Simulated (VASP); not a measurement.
Set up this calculation in VASP 6.6.1, as the native input.

* Task: relaxation of the atoms
* Functional: r2SCAN
* Potentials or basis: VASP PAW PBE potentials, release 64 (Al, Ru_pv)
* Cutoff: 520 eV
* k mesh: 11 × 11 × 11
* Occupations: fermi-dirac, width 0.1 eV
* Spin: no spin polarisation
* Dipole correction: no
* Further INCAR settings: ALGO = Normal; EDIFF = 1e-06; IBRION = 2; EDIFFG = -0.01; NSW = 50

The system is AlRu.

```xyz
2
Lattice="2.9433 0.0000 0.0000 0.0000 2.9433 0.0000 0.0000 0.0000 2.9433" Properties=species:S:1:pos:R:3 pbc="T T T"
Al    0.0000    0.0000    0.0000
Ru    1.4717    1.4717    1.4717
```

The input as run:

POSCAR

```
AlRu
1.0
    2.9433213400      0.0000000000      0.0000000000
    0.0000000000      2.9433213400      0.0000000000
    0.0000000000      0.0000000000      2.9433213400
Al Ru
1 1
Direct
    0.0000000000      0.0000000000      0.0000000000
    0.5000000000      0.5000000000      0.5000000000
```

INCAR.step1

```
SYSTEM = AlRu
ALGO = Normal ; EDIFF = 1E-4
ENCUT = 520 ; GGA = PE
ISMEAR = -1 ; LASPH = .True.
LCHARG = .False. ; LREAL = .False.
LWAVE = .True. ; NELM = 100
PREC = Accurate ; SIGMA = 0.1
```

INCAR.step2

```
SYSTEM = AlRu
ALGO = Normal ; EDIFF = 1E-6
EDIFFG = -0.01 ; ENCUT = 520
IBRION = 2 ; ISIF = 2
ISMEAR = -1 ; ISTART = 1
LASPH = .True. ; LCHARG = .False.
LMIXTAU = .True. ; LREAL = .False.
LWAVE = .False. ; METAGGA = R2SCAN
NELM = 100 ; NSW = 50
PREC = Accurate ; SIGMA = 0.1
```

KPOINTS

```
k-points
0
Gamma
  11 11 11
  0 0 0
```

Potentials or basis: VASP PAW PBE potentials, release 64 (Al, Ru_pv).

The run is started by

```console
$ cat potpaw_PBE.64/Al/POTCAR potpaw_PBE.64/Ru_pv/POTCAR > POTCAR
$ cp INCAR.step1 INCAR
$ mpirun -np 1 vasp_std > vasp.out
$ cp INCAR.step2 INCAR
$ mpirun -np 1 vasp_std > vasp.out
```

It gave:

```
Pressure after relaxing : 10.0 GPa
Band gap on the k mesh  : zero (an odd number of electrons rules out a gap without spin polarisation)
```

Caveat: the relaxation stopped at its first step, so nothing moved; the PAW data sets were made with another functional, which shifts forces and pressure a little.

Run time: 52 s on 1 thread of Intel Xeon 8259CL, with other jobs on the host, peak memory 0.16 GiB.
